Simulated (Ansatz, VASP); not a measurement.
**Rb in VASP and in Ansatz**

```
Rb
1.0
     5.18452    0.00000    0.00000
    -2.59226    4.48993    0.00000
     0.00000    0.00000    8.54988
Rb
2
Direct
  0.33333 0.66667 0.25000
  0.66667 0.33333 0.75000
```

Alike in both runs: task single point; functional revPBE; k mesh 8 × 8 × 4; occupations fermi-dirac, width 0.1 eV; no spin polarisation.

```csv
,VASP,Ansatz
version,VASP 6.6.1,Ansatz 0.2.0
potentials or method,"VASP PAW PBE potentials, release 64 (Rb_sv), cutoff 520 eV","plane waves (420 eV) with PAW, scalar-relativistic"
valence electrons in the cell,18,18
```

```tsv
	VASP	Ansatz	Ansatz less VASP
pressure (GPa)	0.0	0.0	0.00
```

VASP's potentials were made for PBE, not for revPBE.
